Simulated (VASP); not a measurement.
# PbSe (Fm-3m) in VASP: notebook

The runs below take PbSe through single point, with HSE06, r2SCAN.

Everything below comes from runs of VASP 6.6.1. Logs are shortened: lines on timing, memory, paths and dates and some standing lists are left out, and cuts for length are marked.

## (1) The cell of the first run

It takes space group Fm-3m (No. 225, cubic). The conventional cell has a = 5.930 Å, b = 5.930 Å, c = 5.930 Å, α = 90.00°, β = 90.00°, γ = 90.00°. Pb (site symmetry m-3m) has 6 Se at 2.97 Å within 3.9 Å. Se (site symmetry m-3m) has 6 Pb at 2.97 Å within 3.9 Å.

## (2) Single point, HSE06 (strain -4.0%)

File POSCAR:

```
PbSe
1.0
    0.0000000000      2.9651541308      2.9651541308
    2.9651541308      0.0000000000      2.9651541308
    2.9651541308      2.9651541308      0.0000000000
Pb Se
1 1
Direct
    0.0000000000      0.0000000000      0.0000000000
    0.5000000000      0.5000000000      0.5000000000
```

File INCAR.step1:

```
ALGO = Normal
EDIFF = 1E-5
ENCUT = 520
GGA = PE
ISIF = 2
ISMEAR = -1
LASPH = True
LREAL = False
LWAVE = True
NBANDS = 17
NELM = 60
PREC = Accurate
SIGMA = 0.02
```

File INCAR.step2:

```
ALGO = Normal
EDIFF = 1E-7
ENCUT = 520
GGA = PE
HFSCREEN = 0.2079
ISIF = 2
ISMEAR = -1
ISTART = 1
LASPH = True
LCHARG = True
LELF = True
LHFCALC = True
LREAL = False
LVHAR = True
LWAVE = False
NBANDS = 17
NELM = 60
PREC = Accurate
PRECFOCK = Normal
SIGMA = 0.02
```

File KPOINTS:

```
k-points
0
Gamma
  6 6 6
```

Potentials or basis: VASP PAW PBE potentials, release 64 (Pb_d, Se).

Started as:

```sh
$ cat potpaw_PBE.64/Pb_d/POTCAR potpaw_PBE.64/Se/POTCAR > POTCAR
$ cp INCAR.step1 INCAR
$ mpirun -np 1 vasp_std > vasp.out
$ cp INCAR.step2 INCAR
$ mpirun -np 1 vasp_std > vasp.out
```

OUTCAR:

```text
EDIFF = 1E-7
   ENCUT = 520
   GGA = PE
   HFSCREEN = 0.2079
   ISIF = 2
   ISMEAR = -1
   ISTART = 1
   LASPH = True
   LHFCALC = True
   LREAL = False
   NELM = 60
   PREC = Accurate
   PRECFOCK = Normal

 ion  position               nearest neighbor table
   1  0.000  0.000  0.000-   2 2.97   2 2.97   2 2.97   2 2.97   2 2.97   2 2.97
   2  0.500  0.500  0.500-   1 2.97   1 2.97   1 2.97   1 2.97   1 2.97   1 2.97

  LATTYP: Found a face centered cubic cell.
 ALAT       =     5.9303082616

  Lattice vectors:

 A1 = (   0.0000000000,   2.9651541308,   2.9651541308)
 A2 = (   2.9651541308,   0.0000000000,   2.9651541308)
 A3 = (   2.9651541308,   2.9651541308,   0.0000000000)

Analysis of symmetry for initial positions (statically):
=====================================================================
 Subroutine PRICEL returns:
 Original cell was already a primitive cell.

 Routine SETGRP: Setting up the symmetry group for a
 face centered cubic supercell.

 Subroutine GETGRP returns: Found 48 space group operations
 (whereof 48 operations were pure point group operations)
 out of a pool of 48 trial point group operations.

The static configuration has the point symmetry O_h .

Analysis of symmetry for dynamics (positions and initial velocities):
=====================================================================
 Subroutine PRICEL returns:
 Original cell was already a primitive cell.

 Routine SETGRP: Setting up the symmetry group for a
 face centered cubic supercell.

 Subroutine GETGRP returns: Found 48 space group operations
 (whereof 48 operations were pure point group operations)
 out of a pool of 48 trial point group operations.

The dynamic configuration has the point symmetry O_h .

 Subroutine INISYM returns: Found 48 space group operations
 (whereof 48 operations are pure point group operations),
 and found     1 'primitive' translations

----------------------------------------------------------------------------------------

                                     Primitive cell

  volume of cell :      52.1401

  direct lattice vectors                    reciprocal lattice vectors
     0.000000000  2.965154131  2.965154131    -0.168625298  0.168625298  0.168625298
     2.965154131  0.000000000  2.965154131     0.168625298 -0.168625298  0.168625298
[... 79 lines left out ...]
   NSW    =      0    number of steps for IOM
   IBRION =     -1    ionic relax: 0-MD 1-quasi-New 2-CG
   NFREE  =      0    steps in history (QN), initial steepest desc. (CG)
   ISIF   =      2    stress and relaxation
   ISYM   =      3    0-nonsym 1-usesym 2-fastsym
   POTIM  = 0.5000    time-step for ionic-motion
   TEBEG  =    0.0;   TEEND  =   0.0 temperature during run
   PSTRESS=    0.0 pullay stress
   NELECT =      20.0000    total number of electrons
   NUPDOWN=      -1.0000    fix difference up-down
   EMIN   =  10.00;   EMAX   =-10.00  energy-range for DOS
   EFERMI =   0.00;   METHOD = LEGACY
   ISMEAR =    -1;   SIGMA  =   0.02  broadening in eV -4-tet -1-fermi 0-gaus
   EFERMI_NEDOS =   21; number of points for ismear=-14 and -15
   IALGO  =     38    algorithm
   IMIX   =      1    mixing-type and parameters
     AMIX     =   0.40;   BMIX     =  1.00
     AMIX_MAG =   1.60;   BMIX_MAG =  1.00
  volume/ion in A,a.u.               =      26.07       175.93
  Fermi-wavevector in a.u.,A,eV,Ry     =   1.189490  2.247811 19.250707  1.414887
  Thomas-Fermi vector in A             =   2.325596
   LORBIT       =      0    0 simple, 1 ext, 2 COOP (PROOUT), +10 PAW based schemes
   GGA     = PE    functional components
   LHFCALC =     T    Hartree Fock is set to
   PRECFOCK=normal    Normal, Fast or Accurate (Low or Medium for compatibility)
   ENCUT4O =  -1.0   cutoff for four orbital integrals eV
   NKREDX  =     1    reduce k-point grid by
   NKREDY  =     1    reduce k-point grid by
   NKREDZ  =     1    reduce k-point grid by
   AEXX    =    0.2500 exact exchange contribution
   HFSCREEN=    0.2079 screening length (either q_TF or 0.3 A-1)
   HFSCREENC=   0.2079 screening length for correlation (either q_TF or 0.3 A-1)
   ENCUTFOCK=  -1.0 apply spherical cutoff to Coloumb kernel
   IVDW    =     0    specifies the selected vdW correction
   LEPSILON=     F    determine dielectric tensor
   LRPA    =     F    only Hartree local field effects (RPA)
 non-spin polarized calculation
  energy-cutoff  :      520.00
  volume of cell :       52.14
 maximum number of plane-waves:      1420
  NGX = 24; NGY = 24; NGZ = 24

 number of electron      19.9999997 magnetization

 Free energy of the ion-electron system (eV)
  ---------------------------------------------------
  ext. energy  EPLUGINS =         0.00000000
  ---------------------------------------------------
  free energy    TOTEN  =        -9.59483245 eV

  energy without entropy =       -9.59482089  energy(sigma->0) =       -9.59482667

 E-fermi :   6.3347     XC(G=0):  -8.2804

 val. band max:        6.1962811486   @ k =   0.5000   0.0000   0.0000
 cond. band min:       6.4731300487   @ k =   0.5000   0.0000   0.0000
 fundamental gap:      0.2768489001
 Fermi energy:         6.3347056028

 k-point     1 :       0.0000    0.0000    0.0000
  band No.  band energies     occupation
      1     -12.7849      2.00000
      2     -12.7849      2.00000
      3     -12.7703      2.00000
      4     -12.7703      2.00000
      5     -12.7703      2.00000
      6      -9.9383      2.00000
[... 297 lines left out ...]
      4     -12.7302      2.00000
      5     -12.7056      2.00000
      6      -7.8808      2.00000
[... 9 lines left out ...]
     16      19.0837      0.00000
     17      19.7300      0.00000

------------------------ aborting loop because EDIFF is reached ----------------------------------------

  FORCE on cell =-STRESS in cart. coord.  units (eV):
  Direction    XX          YY          ZZ          XY          YZ          ZX
  --------------------------------------------------------------------------------------
  -------------------------------------------------------------------------------------
  Total        2.5214056      2.5214056      2.5214056      0.0000000      0.0000000      0.0000000
  in kB       77.4785497     77.4785497     77.4785497      0.0000000      0.0000000      0.0000000
  external PRESSURE =      77.4785497 kB  Pullay stress =       0.0000000 kB

 VOLUME and BASIS-vectors are now :
 -----------------------------------------------------------------------------
  energy-cutoff  :      520.00
  volume of cell :       52.14
      direct lattice vectors                 reciprocal lattice vectors
     0.000000000  2.965154131  2.965154131    -0.168625298  0.168625298  0.168625298
     2.965154131  0.000000000  2.965154131     0.168625298 -0.168625298  0.168625298
     2.965154131  2.965154131  0.000000000     0.168625298  0.168625298 -0.168625298

 POSITION                                       TOTAL-FORCE (eV/Angst)
 -----------------------------------------------------------------------------------
      0.00000      0.00000      0.00000         0.000000      0.000000     -0.000000
      2.96515      2.96515      2.96515        -0.000000      0.000000      0.000000
 -----------------------------------------------------------------------------------
    total drift:                                0.000022      0.000023      0.000025

  FREE ENERGIE OF THE ION-ELECTRON SYSTEM (eV)
  ---------------------------------------------------
  free  energy   TOTEN  =        -9.5948324532 eV

  energy  without entropy=       -9.5948208857  energy(sigma->0) =       -9.59482667
```

OSZICAR.step1:

```text
N       E                     dE             d eps       ncg     rms          rms(c)
DAV:   1     0.157022754020E+03    0.15702E+03   -0.97814E+03   544   0.123E+03
DAV:   2     0.274151483983E+01   -0.15428E+03   -0.14960E+03   604   0.314E+02
DAV:   3    -0.799894178008E+01   -0.10740E+02   -0.10691E+02   693   0.877E+01
DAV:   4    -0.822821531398E+01   -0.22927E+00   -0.22915E+00   631   0.142E+01
DAV:   5    -0.823595022450E+01   -0.77349E-02   -0.77344E-02   798   0.256E+00    0.305E+00
DAV:   6    -0.800944449959E+01    0.22651E+00   -0.53085E-01   836   0.556E+00    0.193E+00
DAV:   7    -0.800418258897E+01    0.52619E-02   -0.97818E-02   674   0.165E+00    0.970E-01
DAV:   8    -0.800625608732E+01   -0.20735E-02   -0.84240E-03   659   0.104E+00    0.754E-02
DAV:   9    -0.800619484111E+01    0.61246E-04   -0.10101E-03   843   0.338E-01    0.529E-02
DAV:  10    -0.800623140424E+01   -0.36563E-04   -0.11279E-04   646   0.783E-02    0.165E-02
DAV:  11    -0.800623599326E+01   -0.45890E-05   -0.38385E-05   666   0.690E-02
   1 F= -.80062360E+01 E0= -.80059119E+01  d E =-.648230E-03
```

Wall time 72 min (1 thread of Intel Xeon Platinum 8375C at 2.90GHz (Ice Lake), shared host); peak memory 0.3 GiB.

What came out:

- Free energy: -9.5948 eV
- Pressure: 7.7 GPa
- Band gap on the k mesh: 0.28 eV

Levels at points of the mesh, in eV from the valence-band top:
```
           k point  band 7  band 8  band 9  band 10  band 11  band 12  band 13  band 14
(0.00, 0.00, 0.00)   -6.62   -2.85   -2.85    -2.85     5.54     5.54     5.54     6.77
(0.50, 0.00, 0.00)  -10.44   -2.34   -2.34     0.00     0.28     1.74     1.74     9.29
(0.50, 0.50, 0.00)   -8.27   -6.68   -4.52    -4.52     3.55     6.70     6.70     7.20
```

Caveat: the cell differs from its parent crystal (strain -4.0%); the cell stands under pressure; the PAW data sets were made with another functional, which shifts forces and pressure a little; spin-orbit coupling is left out, which moves the levels of the heavy elements. A k mesh can miss the band edges.

## (3) Single point, r2SCAN, non-collinear spin, zero start, spin-orbit coupling (strain -4.0%)

POSCAR is that of step 2.

File INCAR.step1:

```
  PREC = Accurate
  ENCUT = 520
  ISMEAR = -1
  SIGMA = 0.02
  LREAL = False
  LASPH = True
  NELM = 150
  MAGMOM = 0 0 0 0 0 0
  LSORBIT = True
  GGA_COMPAT = False
  NBANDS = 32
  GGA = PE
  ALGO = Normal
  EDIFF = 1E-4
  LWAVE = True
  LCHARG = False
```

File INCAR.step2:

```
  PREC = Accurate
  ENCUT = 520
  EDIFF = 1E-7
  ISMEAR = -1
  SIGMA = 0.02
  LREAL = False
  LASPH = True
  NELM = 150
  ALGO = Normal
  ISIF = 2
  LWAVE = False
  LCHARG = False
  MAGMOM = 0 0 0 0 0 0
  LORBIT = 11
  LSORBIT = True
  GGA_COMPAT = False
  LORBMOM = True
  METAGGA = R2SCAN
  LMIXTAU = True
  NBANDS = 32
  ISTART = 1
```

File KPOINTS:

```
regular mesh
0
Gamma
  8 8 8
```

Potentials or basis: VASP PAW PBE potentials, release 64 (Pb_d, Se).

Started as:

```sh
$ cat potpaw_PBE.64/Pb_d/POTCAR potpaw_PBE.64/Se/POTCAR > POTCAR
$ cp INCAR.step1 INCAR
$ mpirun -np 1 vasp_ncl > vasp.out
$ cp INCAR.step2 INCAR
$ mpirun -np 1 vasp_ncl > vasp.out
```

It took 11 min on 1 thread of AMD EPYC 7R43 (Zen 3), shared host; peak memory 0.37 GiB.

Results (log left out):

| Property | Result |
| --- | --- |
| Free energy | -72.1900 eV |
| Pressure | 7.7 GPa |
| Net moment | 0.00 μB per cell |
| Valence electrons inside the program's atomic spheres | Pb 11.91; Se 3.90 |

Moments on the atoms (μB; x, y, z):
```
Pb  0.00 0.00 0.00
Se  0.00 0.00 0.00
```

Caveat: the cell differs from its parent crystal (strain -4.0%); the cell stands under pressure; the PAW data sets were made with another functional, which shifts forces and pressure a little.

## (4) Single point, r2SCAN, non-collinear spin, zero start, spin-orbit coupling (strain -3.0%)

File POSCAR:

```
PbSe
1.0
    0.0000000000      2.9960411529      2.9960411529
    2.9960411529      0.0000000000      2.9960411529
    2.9960411529      2.9960411529      0.0000000000
Pb Se
1 1
Direct
    0.0000000000      0.0000000000      0.0000000000
    0.5000000000      0.5000000000      0.5000000000
```

INCAR.step1 is that of step 3.

Changes to INCAR.step2 since step 3:

```diff
@@ -11,3 +11,3 @@
   LWAVE = False
-  LCHARG = False
+  LCHARG = True
   MAGMOM = 0 0 0 0 0 0
@@ -19,2 +19,3 @@
   LMIXTAU = True
+  LVHAR = True
   NBANDS = 32
```

KPOINTS is that of step 3.

Started as:

```sh
$ cat potpaw_PBE.64/Pb_d/POTCAR potpaw_PBE.64/Se/POTCAR > POTCAR
$ cp INCAR.step1 INCAR
$ mpirun -np 1 vasp_ncl > vasp.out
$ cp INCAR.step2 INCAR
$ mpirun -np 1 vasp_ncl > vasp.out
```

It took 11 min on 1 thread of AMD EPYC 7R43 (Zen 3), shared host; peak memory 0.37 GiB.

It converged, with:

```yaml
Free_energy: -72.2568 eV
Pressure: 5.3 GPa
Net_moment: 0.00 μB per cell
Valence_electrons_inside_the_program's_atomic_spheres: Pb 11.89; Se 3.89
```

Moments on the atoms (μB; x, y, z):
```
Pb  0.00 0.00 0.00
Se  0.00 0.00 0.00
```

Caveat: the cell differs from its parent crystal (strain -3.0%); the cell stands under pressure; the PAW data sets were made with another functional, which shifts forces and pressure a little.

## (5) Overview

| level | spin | cell | k mesh | grid for exact exchange (PRECFOCK) | share of exact exchange | screening parameter | pressure (GPa) | moment (μB) |
| --- | --- | --- | --- | --- | --- | --- | --- | --- |
| HSE06 | off | a = 4.193 Å, angles 60.0°, 2 atoms | 6 × 6 × 6 | Normal | 0.25 | 0.2079 1/Å | 7.7 | - |
| r2SCAN | non-collinear, zero start, SOC | a = 4.193 Å, angles 60.0°, 2 atoms | 8 × 8 × 8 | - | - | - | 7.7 | 0.00 |
| r2SCAN | non-collinear, zero start, SOC | a = 4.237 Å, angles 60.0°, 2 atoms | 8 × 8 × 8 | - | - | - | 5.3 | 0.00 |

Alike in all rows: task single point; potentials or basis VASP PAW PBE potentials, release 64 (Pb_d, Se); cutoff (eV) 520; smearing fermi-dirac 0.02 eV.

Caveats: the cell stands under pressure; the PAW data sets were made with another functional, which shifts forces and pressure a little; spin-orbit coupling is left out, which moves the levels of the heavy elements (at least some runs).

Absolute energies hang on the potentials; compare differences alone.
